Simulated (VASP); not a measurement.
# Sn3H (I4/mmm) in VASP: notebook

Runs on Sn3H. Level: PBE. Tasks: single point, relaxation of cell and atoms.

Program: VASP 6.6.1. These are calculated values, not measurements. Logs are shortened: lines on timing, memory, paths and dates and some standing lists are left out, and cuts for length are marked.

## 1. The cell of the first run

The structure is tetragonal, space group I4/mmm (No. 139). Conventional cell: a = 4.214 Å, b = 4.214 Å, c = 9.413 Å, α = 90.00°, β = 90.00°, γ = 90.00°. Sn (site symmetry 4/mmm) has 4 H at 2.98 Å and 8 Sn at 3.16 Å within 3.9 Å. Within 3.9 Å of Sn (site symmetry -4m2) lie 8 Sn at 2.98 to 3.16 Å and 4 H at 3.16 Å. H (site symmetry 4/mmm) has 12 Sn at 2.98 to 3.16 Å within 3.9 Å.

## 2. Single point, PBE

Contents of INCAR:

```
  ALGO = Normal
  EDIFF = 1E-6
  ENCUT = 520
  GGA = PE
  ISIF = 2
  ISMEAR = 0
  LASPH = True
  LCHARG = True
  LELF = True
  LREAL = False
  LVHAR = True
  LWAVE = False
  NBANDS = 30
  NELM = 80
  PREC = Accurate
  SIGMA = 0.1
```

Contents of KPOINTS:

```
k-points
0
Gamma
  6 6 6
```

Contents of POSCAR:

```
Sn3H
1.0
   -2.1070326701      2.1070326701      4.7066184319
    2.1070326701     -2.1070326701      4.7066184319
    2.1070326701      2.1070326701     -4.7066184319
Sn H
3 1
Direct
    0.5000000000      0.5000000000      0.0000000000
    0.2500000000      0.7500000000      0.5000000000
    0.7500000000      0.2500000000      0.5000000000
    0.0000000000      0.0000000000      0.0000000000
```

Potentials or basis: VASP PAW PBE potentials, release 64 (Sn_d, H).

Command:

```sh
$ cat potpaw_PBE.64/Sn_d/POTCAR potpaw_PBE.64/H/POTCAR > POTCAR
$ mpirun -np 1 vasp_std > vasp.out
```

OUTCAR:

```text
EDIFF = 1E-6
   ENCUT = 520
   GGA = PE
   ISIF = 2
   ISMEAR = 0
   LASPH = True
   LREAL = False
   NELM = 80
   PREC = Accurate

 ion  position               nearest neighbor table
   1  0.500  0.500  0.000-   2 3.16   3 3.16   2 3.16   3 3.16   2 3.16   3 3.16   2 3.16   3 3.16

   2  0.250  0.750  0.500-   3 2.98   3 2.98   3 2.98   3 2.98   1 3.16   1 3.16   1 3.16   1 3.16

   3  0.750  0.250  0.500-   2 2.98   2 2.98   2 2.98   2 2.98   1 3.16   1 3.16   1 3.16   1 3.16

   4  0.000  0.000  0.000-

  LATTYP: Found a body centered tetragonal cell.
 ALAT       =     4.2140653402
 C/A-ratio  =     2.2337662338

  Lattice vectors:

 A1 = (  -2.1070326701,   2.1070326701,   4.7066184319)
 A2 = (   2.1070326701,  -2.1070326701,   4.7066184319)
 A3 = (   2.1070326701,   2.1070326701,  -4.7066184319)

Analysis of symmetry for initial positions (statically):
=====================================================================
 Subroutine PRICEL returns:
 Original cell was already a primitive cell.

 Routine SETGRP: Setting up the symmetry group for a
 body centered tetragonal supercell.

 Subroutine GETGRP returns: Found 16 space group operations
 (whereof 16 operations were pure point group operations)
 out of a pool of 16 trial point group operations.

The static configuration has the point symmetry D_4h.

Analysis of symmetry for dynamics (positions and initial velocities):
=====================================================================
 Subroutine PRICEL returns:
 Original cell was already a primitive cell.

 Routine SETGRP: Setting up the symmetry group for a
 body centered tetragonal supercell.

 Subroutine GETGRP returns: Found 16 space group operations
 (whereof 16 operations were pure point group operations)
 out of a pool of 16 trial point group operations.

The dynamic configuration has the point symmetry D_4h.

 Subroutine INISYM returns: Found 16 space group operations
 (whereof 16 operations are pure point group operations),
 and found     1 'primitive' translations

----------------------------------------------------------------------------------------

                                     Primitive cell

  volume of cell :      83.5818

[... 82 lines left out ...]
 SYSTEM =  unknown system
   PREC   = accura    normal or accurate (medium, high low for compatibility)
   ISTART =      0    job   : 0-new  1-cont  2-samecut
   ICHARG =      2    charge: 1-file 2-atom 10-const
   ISPIN  =      1    spin polarized calculation?
   LNONCOLLINEAR =      F non collinear calculations
   LSORBIT =      F    spin-orbit coupling
   LASPH  =      T    aspherical Exc in radial PAW
   ENCUT  =  520.0 eV  38.22 Ry    6.18 a.u.  10.36 10.36 10.36*2*pi/ulx,y,z
   NELM   =     80;   NELMIN=  2; NELMDL= -5     # of ELM steps
   EDIFF  = 0.1E-05   stopping-criterion for ELM
   LREAL  =      F    real-space projection
   EDIFFG = 0.1E-04   stopping-criterion for IOM
   NSW    =      0    number of steps for IOM
   IBRION =     -1    ionic relax: 0-MD 1-quasi-New 2-CG
   NFREE  =      0    steps in history (QN), initial steepest desc. (CG)
   ISIF   =      2    stress and relaxation
   ISYM   =      2    0-nonsym 1-usesym 2-fastsym
   POTIM  = 0.5000    time-step for ionic-motion
   TEBEG  =    0.0;   TEEND  =   0.0 temperature during run
   PSTRESS=    0.0 pullay stress
   NELECT =      43.0000    total number of electrons
   NUPDOWN=      -1.0000    fix difference up-down
   EMIN   =  10.00;   EMAX   =-10.00  energy-range for DOS
   EFERMI =   0.00;   METHOD = LEGACY
   ISMEAR =     0;   SIGMA  =   0.10  broadening in eV -4-tet -1-fermi 0-gaus
   EFERMI_NEDOS =   21; number of points for ismear=-14 and -15
   IALGO  =     38    algorithm
   IMIX   =      4    mixing-type and parameters
     AMIX     =   0.40;   BMIX     =  1.00
     AMIX_MAG =   1.60;   BMIX_MAG =  1.00
  volume/ion in A,a.u.               =      20.90       141.01
  Fermi-wavevector in a.u.,A,eV,Ry     =   1.311778  2.478902 23.412396  1.720763
  Thomas-Fermi vector in A             =   2.442216
   LORBIT       =      0    0 simple, 1 ext, 2 COOP (PROOUT), +10 PAW based schemes
   GGA     = PE    functional components
   LHFCALC =     F    Hartree Fock is set to
   AEXX    =    0.0000 exact exchange contribution
   IVDW    =     0    specifies the selected vdW correction
   LEPSILON=     F    determine dielectric tensor
   LRPA    =     F    only Hartree local field effects (RPA)
 non-spin polarized calculation
 Gauss-broadening in eV      SIGMA  =   0.10
  energy-cutoff  :      520.00
  volume of cell :       83.58
 maximum number of plane-waves:      2273
 NGX is ok and might be reduce to    42
   NGX = 21   NGY = 21   NGZ = 21

 number of electron      42.9999995 magnetization

 Free energy of the ion-electron system (eV)
  ---------------------------------------------------
  ext. energy  EPLUGINS =         0.00000000
  ---------------------------------------------------
  free energy    TOTEN  =       -12.82479087 eV

  energy without entropy =      -12.81716115  energy(sigma->0) =      -12.82097601

 E-fermi :   7.7663     XC(G=0): -10.3882

 val. band max:        7.7347549466   @ k =   0.5000   0.5000   0.3333
 cond. band min:       7.9972662991   @ k =   0.3333   0.3333  -0.0000
 fundamental gap:      0.2625113525
 Fermi energy:         7.7662692557

 k-point     1 :       0.0000    0.0000    0.0000
  band No.  band energies     occupation
      1     -14.0451      2.00000
      2     -13.8867      2.00000
      3     -13.8650      2.00000
      4     -13.7959      2.00000
      5     -13.7959      2.00000
      6     -13.7873      2.00000
[... 781 lines left out ...]
     29      15.6019      0.00000
     30      16.5143      0.00000

 [... further k-points ...]
[... 5 lines left out ...]
  --------------------------------------------------------------------------------------
  -------------------------------------------------------------------------------------
  Total        3.3665889      3.3665889      2.3639400      0.0000000     -0.0000000      0.0000000
  in kB       64.5340832     64.5340832     45.3143237      0.0000000     -0.0000000      0.0000000
  external PRESSURE =      58.1274967 kB  Pullay stress =       0.0000000 kB

 VOLUME and BASIS-vectors are now :
 -----------------------------------------------------------------------------
  energy-cutoff  :      520.00
  volume of cell :       83.58
      direct lattice vectors                 reciprocal lattice vectors
    -2.107032670  2.107032670  4.706618432     0.000000000  0.237300545  0.106233383
     2.107032670 -2.107032670  4.706618432     0.237300545  0.000000000  0.106233383
     2.107032670  2.107032670 -4.706618432     0.237300545  0.237300545  0.000000000

 POSITION                                       TOTAL-FORCE (eV/Angst)
 -----------------------------------------------------------------------------------
      0.00000      0.00000      4.70662         0.000000      0.000000      0.000000
      2.10703      0.00000      2.35331         0.000000      0.000000     -0.000000
      0.00000      2.10703      2.35331        -0.000000     -0.000000      0.000000
      0.00000      0.00000      0.00000         0.000000      0.000000      0.000000
 -----------------------------------------------------------------------------------
    total drift:                               -0.000000      0.000000      0.000000

  FREE ENERGIE OF THE ION-ELECTRON SYSTEM (eV)
  ---------------------------------------------------
  free  energy   TOTEN  =       -12.8247908748 eV

  energy  without entropy=      -12.8171611539  energy(sigma->0) =      -12.82097601
```

stdout:

```text
POSCAR found type information on POSCAR SnH
 POSCAR found :  2 types and       4 ions
 scaLAPACK will be used
 LDA part: xc-table for (Slater+PW92), standard interpolation
 POSCAR, INCAR and KPOINTS ok, starting setup
 FFT: planning ... GRIDC
 FFT: planning ... GRID_SOFT
 FFT: planning ... GRID
 WAVECAR not read
 entering main loop
```

Run time: 1.7 min. Hardware: 1 thread of Intel Xeon 8259CL, shared host; peak memory 0.28 GiB.

What came out:

```yaml
Free_energy: -12.8248 eV
Pressure: 5.8 GPa
Band_gap_on_the_k_mesh: zero (an odd number of electrons rules out a gap without spin polarisation)
```

Caveat: the cell stands under pressure; spin-orbit coupling is left out, which moves the levels of the heavy elements.

## 3. Single point, PBE

This run uses another cell than the first one, of 23.17 Å³/atom.

Contents of INCAR:

```
SYSTEM = Sn3H
PREC     = Accurate       ! precision mode
ENCUT    = 520            ! plane-wave cutoff, eV
EDIFF    = 1E-6           ! SCF threshold, eV
ISMEAR   = 0              ! smearing method
SIGMA    = 0.1            ! smearing width, eV
LREAL    = .FALSE.        ! projectors in reciprocal space
LASPH    = .TRUE.         ! aspherical terms in the spheres
NELM     = 100            ! most SCF steps
ALGO     = Normal         ! electronic algorithm
ISIF     = 2              ! what is computed and relaxed
LWAVE    = .FALSE.        ! write WAVECAR
LCHARG   = .FALSE.        ! write CHGCAR
GGA      = PE             ! functional
NBANDS   = 30             ! bands
```

Contents of KPOINTS:

```
Automatic mesh
0
G
  6 6 6
  0 0 0
```

Contents of POSCAR:

```
Sn3H
1.0
   -2.1974106001      2.1974106001      4.7993879891
    2.1974106001     -2.1974106001      4.7993879891
    2.1974106001      2.1974106001     -4.7993879891
Sn H
3 1
Direct
    0.5000000000      0.5000000000      0.0000000000
    0.2500000000      0.7500000000      0.5000000000
    0.7500000000      0.2500000000      0.5000000000
    0.0000000000      0.0000000000      0.0000000000
```

Potentials or basis: VASP PAW PBE potentials, release 64 (Sn_d, H).

Command:

```sh
$ cat potpaw_PBE.64/Sn_d/POTCAR potpaw_PBE.64/H/POTCAR > POTCAR
$ mpirun -np 1 vasp_std > vasp.out
```

Wall time 3.7 min (1 thread of Intel Xeon 8259CL, shared host); peak memory 0.35 GiB.

Results (log left out):

- Free energy: -12.9763 eV
- Pressure: -0.3 GPa
- Band gap on the k mesh: zero (an odd number of electrons rules out a gap without spin polarisation)

Stress tensor (GPa, compression positive):
```
-0.21  0.00  0.00
 0.00 -0.21  0.00
 0.00  0.00 -0.40
```

Levels at points of the mesh, in eV from the Fermi level:
```
           k point  band 18  band 19  band 20  band 21  band 22  band 23  band 24  band 25
(0.00, 0.00, 0.00)    -3.20    -3.12    -1.35    -1.35    -0.96     0.79     0.79     1.47
(0.50, 0.00, 0.00)    -5.24    -3.59    -0.30    -0.24     0.82     0.90     2.39     2.59
(0.50, 0.50, 0.00)    -6.40    -4.38    -3.21    -2.90    -0.24     0.79     1.29     2.15
(0.50, 0.50, 0.50)    -3.42    -2.30    -2.30    -1.45     3.21     3.36     3.43     3.56
```

Caveat: spin-orbit coupling is left out, which moves the levels of the heavy elements.

## 4. Relaxation of cell and atoms, PBE

Contents of INCAR:

```
SYSTEM = Sn3H
ALGO = Normal ; EDIFF = 1E-6
EDIFFG = -0.04 ; ENCUT = 600
GGA = PE ; IBRION = 2
ISIF = 3 ; ISMEAR = 0
LASPH = .True. ; LCHARG = .False.
LREAL = .False. ; LWAVE = .False.
NELM = 60 ; NSW = 90
PREC = Accurate ; SIGMA = 0.1
```

Contents of KPOINTS:

```
k-points
0
Gamma
  6 6 6
  0 0 0
```

Contents of POSCAR:

```
Sn3H
1.0
   -2.1070326701      2.1070326701      4.7066184319
    2.1070326701     -2.1070326701      4.7066184319
    2.1070326701      2.1070326701     -4.7066184319
Sn H
3 1
Direct
    0.5000000000      0.5000000000      0.0000000000
    0.2500000000      0.7500000000      0.5000000000
    0.7500000000      0.2500000000      0.5000000000
    0.0000000000      0.0000000000      0.0000000000
```

Command:

```sh
$ cat potpaw_PBE.64/Sn_d/POTCAR potpaw_PBE.64/H/POTCAR > POTCAR
$ mpirun -np 1 vasp_std > vasp.out
```

Wall time 14 min (1 thread of Intel Xeon 8259CL, shared host); peak memory 0.36 GiB.

It converged, with:

```yaml
Free_energy: -12.9749 eV
Relaxed_volume: 23.07 Å³/atom
Relaxed_cell: a = 5.709 Å, b = 5.709 Å, c = 5.709 Å, α = 134.79°, β = 134.79°, γ = 65.86°
Space_group_after_relaxing_to_0.1_Å: I4/mmm (No. 139)
Energy_gained_by_relaxing: 37.4 meV/atom
Ionic_steps: 6
Pressure_after_relaxing: -0.1 GPa
Band_gap_on_the_k_mesh: zero (an odd number of electrons rules out a gap without spin polarisation)
```

Stress tensor (GPa, compression positive):
```
-0.01  0.00  0.00
 0.00 -0.01  0.00
 0.00  0.00 -0.19
```

The path:
```tsv
step	energy change (eV)	largest force (eV/Å)	pressure (GPa)	volume (Å³)
1	0.0000	0.0000	5.86	83.58
2	-0.1468	0.0000	-0.47	93.17
3	-0.1480	0.0000	-0.04	92.27
4	-0.1479	0.0000	-0.11	92.45
5	-0.1488	0.0000	-0.10	92.39
6	-0.1497	0.0000	-0.07	92.29
```

Final structure:
```cif
data_structure
_symmetry_space_group_name_H-M 'P 1'
_symmetry_Int_Tables_number 1
_cell_length_a 5.7089
_cell_length_b 5.7089
_cell_length_c 5.7089
_cell_angle_alpha 134.791
_cell_angle_beta 134.791
_cell_angle_gamma 65.856
_cell_volume 92.29
loop_
_atom_site_label
_atom_site_type_symbol
_atom_site_fract_x
_atom_site_fract_y
_atom_site_fract_z
_atom_site_occupancy
Sn1 Sn 0.50000 0.50000 0.00000 1
Sn2 Sn 0.25000 0.75000 0.50000 1
Sn3 Sn 0.75000 0.25000 0.50000 1
H1 H 0.00000 0.00000 0.00000 1
```

Levels at points of the mesh, in eV from the Fermi level:
| k point | band 18 | band 19 | band 20 | band 21 | band 22 | band 23 | band 24 | band 25 |
| --- | --- | --- | --- | --- | --- | --- | --- | --- |
| (0.00, 0.00, 0.00) | -3.22 | -3.10 | -1.36 | -1.36 | -0.97 | 0.79 | 0.79 | 1.47 |
| (0.50, 0.00, 0.00) | -5.24 | -3.60 | -0.30 | -0.24 | 0.82 | 0.91 | 2.40 | 2.60 |
| (0.50, 0.50, 0.00) | -6.40 | -4.40 | -3.22 | -2.91 | -0.24 | 0.80 | 1.30 | 2.16 |
| (0.50, 0.50, 0.50) | -3.41 | -2.31 | -2.31 | -1.46 | 3.23 | 3.38 | 3.45 | 3.58 |

Caveat: spin-orbit coupling is left out, which moves the levels of the heavy elements.

## 5. Overview

| task | cell | cutoff (eV) | gap on the mesh (eV) | pressure (GPa) |
| --- | --- | --- | --- | --- |
| single point | a = 5.571 Å, angles 135.6, 135.6, 64.7°, 4 atoms | 520 | none | 5.8 |
| single point | a = 5.718 Å, angles 134.8, 134.8, 65.8°, 4 atoms | 520 | none | -0.3 |
| relaxation of cell and atoms | relaxed from a = 5.571 Å, angles 135.6, 135.6, 64.7°, 4 atoms | 600 | none | -0.1 |

Alike in all rows: level PBE; potentials or basis VASP PAW PBE potentials, release 64 (Sn_d, H); no spin polarisation; k mesh 6 × 6 × 6; smearing gaussian 0.1 eV.

Caveats: spin-orbit coupling is left out, which moves the levels of the heavy elements; the cell stands under pressure (at least some runs).

Absolute energies hang on the potentials; compare differences alone.

The gap in the log of VASP goes by the Fermi energy; the results here count the filled bands.